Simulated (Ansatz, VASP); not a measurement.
## CoSi: VASP beside Ansatz

```
CELL_PARAMETERS angstrom
4.38316 0.00000 0.00000
0.00000 4.38316 0.00000
0.00000 0.00000 4.38316
ATOMIC_POSITIONS crystal
Co 0.14568 0.14568 0.14568
Co 0.64568 0.35432 0.85432
Co 0.85432 0.64568 0.35432
Co 0.35432 0.85432 0.64568
Si 0.84361 0.84361 0.84361
Si 0.34361 0.65639 0.15639
Si 0.15639 0.34361 0.65639
Si 0.65639 0.15639 0.34361
```

Alike in both runs: functional r2SCAN; k mesh 8 × 8 × 8; occupations fermi-dirac, width 0.05 eV; no spin polarisation.

Ansatz relaxed the structure, and its values are those at the end. VASP's run is a single point on that final structure, the one shown.

|  | VASP | Ansatz |
| --- | --- | --- |
| version | VASP 6.6.1 | Ansatz 0.2.0 |
| potentials or method | VASP PAW PBE potentials, release 64 (Co, Si) | scalar-relativistic, plane waves, PAW |
| plane-wave cutoff (eV) | 520 | 500 |
| valence electrons in the cell | 52 | 84 |

```csv
,VASP,Ansatz,Ansatz less VASP
pressure (GPa),0.1,0.0,-0.09
```

VASP's potentials were made for PBE, not for r2SCAN. With one functional, cell and mesh, what is left measures potentials, basis and numerics. VASP's potentials hold 52 valence electrons a cell and Ansatz's 84, so a difference there can come from the potentials and not from the codes.
